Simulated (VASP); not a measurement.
MgH16Cl2O8: single point with PBE+D3(BJ)

The system is MgH16Cl2O8.

```
O H Mg Cl
1.0
     6.95619    0.00000    0.00000
     0.00000    6.95619    0.00000
     0.00000    0.00000    6.95619
O H Mg Cl
8 16 1 2
Direct
  0.79916 0.99165 0.52108
  0.31407 0.03355 0.73394
  0.08339 0.28034 0.89798
  0.97042 0.78117 0.81947
  0.71955 0.46569 0.90462
  0.37260 0.57897 0.72449
  0.25826 0.71342 0.30972
  0.02405 0.95029 0.17019
  0.87976 0.97687 0.40715
  0.68326 0.05217 0.47053
  0.27147 0.90666 0.70058
  0.35803 0.08501 0.61690
  0.95355 0.30952 0.85291
  0.14140 0.16338 0.82976
  0.87207 0.67888 0.83632
  0.90899 0.85455 0.71687
  0.69758 0.46398 0.04564
  0.59009 0.50755 0.85117
  0.35383 0.48452 0.62695
  0.26739 0.55000 0.82112
  0.17341 0.60756 0.35741
  0.38376 0.66942 0.30763
  0.11563 0.84745 0.21433
  0.98413 0.90059 0.03953
  0.09248 0.23083 0.18783
  0.38006 0.23618 0.35876
  0.88777 0.46143 0.31293
```

```
Program             : VASP 6.6.1
Task                : single point
Functional          : PBE
Dispersion          : D3(BJ)
Potentials or basis : VASP PAW PBE potentials, release 64 (O, H, Mg, Cl)
Cutoff              : 520 eV
k mesh              : 1 × 1 × 1
Occupations         : fermi-dirac, width 0.02 eV
Spin                : no spin polarisation
```

The pressure is 0.4 GPa, the largest force is 3.016 eV/Å and the dispersion energy per atom is -0.046 eV.

Forces on the atoms (eV/Å):
```
O    0.038  0.052  0.067
O   -0.797 -0.433  2.192
O    0.417 -0.516  0.525
O   -0.421 -0.303  0.390
O   -1.193  0.490  0.187
O   -0.727  0.506  2.192
O   -2.972  0.127  0.498
O   -0.308  0.271 -0.556
H   -0.016 -0.276 -0.242
H   -0.074  0.073  0.199
H   -0.166 -0.986  0.058
H    0.619  1.059 -1.857
H   -0.356  0.115 -0.188
H    0.140  0.603 -0.264
H    0.290 -0.280  0.395
H   -0.126  0.611 -0.457
H    0.476 -0.033 -0.491
H    0.780 -0.383 -0.117
H   -0.105 -0.961 -0.909
H    0.941  0.273 -1.192
H    0.392  0.506 -0.314
H    2.532 -0.857 -0.064
H    0.431  0.229  0.195
H   -0.101  0.010  0.020
Mg  -0.059 -0.093 -0.261
Cl   0.220  0.263 -0.201
Cl   0.146 -0.066  0.193
```

Stress tensor (GPa, compression positive):
```
-0.17  0.03  0.13
 0.03  0.84 -0.85
 0.13 -0.85  0.43
```

Levels at points of the mesh, in eV from the Fermi level:
```
           k point  band 36  band 37  band 38  band 39  band 40  band 41  band 42  band 43  band 44  band 45
(0.00, 0.00, 0.00)    -1.08    -0.97    -0.85    -0.65    -0.50     4.14     6.74     6.93     7.53     7.84
```

Wall time 48 s on 1 thread of Intel(R) Xeon(R) Platinum 8259CL CPU @ 2.50GHz (Skylake/Cascade Lake), with other jobs on the host, peak memory 0.37 GiB.

Caveat: the k points lie up to 0.90 Å⁻¹ apart; the atoms stand as in a frame of molecular dynamics.
